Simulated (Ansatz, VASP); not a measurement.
## CuO2 in VASP and in Ansatz

Contents of POSCAR:

```
CuO2
1.0
    0.0000000000      2.5643886991      2.5643886991
    2.5643886991      0.0000000000      2.5643886991
    2.5643886991      2.5643886991      0.0000000000
Cu O
1 2
Direct
    0.0000000000      0.0000000000      0.0000000000
    0.2500000000      0.2500000000      0.2500000000
    0.7500000000      0.7500000000      0.7500000000
```

The input INCAR.step1:

```
SYSTEM = CuO2
ALGO = Normal
EDIFF = 1E-4
ENCUT = 520
GGA = PE
ISMEAR = 0
ISPIN = 2
LASPH = .TRUE.
LCHARG = .FALSE.
LDAU = .TRUE.
LDAUJ = 0 0
LDAUL = 2 -1
LDAUTYPE = 2
LDAUU = 4 0
LMAXMIX = 4
LREAL = .FALSE.
LWAVE = .TRUE.
MAGMOM = 1 0 0
NBANDS = 22
NELM = 150
PREC = Accurate
SIGMA = 0.1
```

INCAR.step2

```
SYSTEM = CuO2
ALGO = Normal
EDIFF = 1E-6
ENCUT = 520
ISIF = 2
ISMEAR = 0
ISPIN = 2
ISTART = 1
LASPH = .TRUE.
LCHARG = .TRUE.
LDAU = .TRUE.
LDAUJ = 0 0
LDAUL = 2 -1
LDAUPRINT = 1
LDAUTYPE = 2
LDAUU = 4 0
LELF = .TRUE.
LMAXMIX = 4
LMIXTAU = .TRUE.
LORBIT = 11
LREAL = .FALSE.
LVHAR = .TRUE.
LWAVE = .FALSE.
MAGMOM = 1 0 0
METAGGA = R2SCAN
NBANDS = 22
NELM = 150
PREC = Accurate
SIGMA = 0.1
```

File KPOINTS:

```
k-points
0
G
  14 14 14
  0 0 0
```

Input for Ansatz:

```yaml
crystal:
  lattice:
    - [0.0, 2.5643886991, 2.5643886991]
    - [2.5643886991, 0.0, 2.5643886991]
    - [2.5643886991, 2.5643886991, 0.0]
  atoms:
    - { symbol: Cu, position: [0.0, 0.0, 0.0], spin: 1.0 }
    - { symbol: O, position: [0.25, 0.25, 0.25] }
    - { symbol: O, position: [0.75, 0.75, 0.75] }
basis:
  ecutwfc: 500
kpoints:
  mp_grid: { grid: [14, 14, 14] }
hamiltonian:
  xc: r2scan
  hubbard: { sites: [{ species: Cu, l: d, u_eff: 4.0 }] }
scf:
  occupations: { method: gaussian, width: 0.1 }
output:
  forces: true
  stress: true
  eigenvalues: true
  populations: true
magnetization:
  spin_polarized: true
```

Alike in both runs: task single point; functional r2SCAN; k mesh 14 × 14 × 14; occupations gaussian, width 0.1 eV; collinear spin; Hubbard terms Cu d U = 4.0 eV.

```csv
,VASP,Ansatz
version,VASP 6.6.1,Ansatz 0.2.0
potentials or method,"VASP PAW PBE potentials, release 64 (Cu, O), cutoff 520 eV","scalar-relativistic, plane waves, PAW"
valence electrons in the cell,23,31
```

```tsv
	VASP	Ansatz	Ansatz less VASP
gap on the k mesh at the Fermi level (eV)	none	none	-
pressure (GPa)	-20.1	-17.5	+2.56
net moment per atom (μB)	1.00	1.00	0.000
size of the moment on the site where the two differ most (μB)	1.06	1.18	+0.121
```

VASP's potentials were made for PBE, not for r2SCAN. Site moments also hang on the region over which each program counts them. The programs project onto different local orbitals, so the same U acts differently, and such runs can settle in different states. A gap of «none» marks a metal or a gap that the smearing closes. VASP's potentials hold 23 valence electrons a cell and Ansatz's 31, so a difference there can come from the potentials and not from the codes. Ansatz's warnings: filled band counts differ across k points, stability check not made.
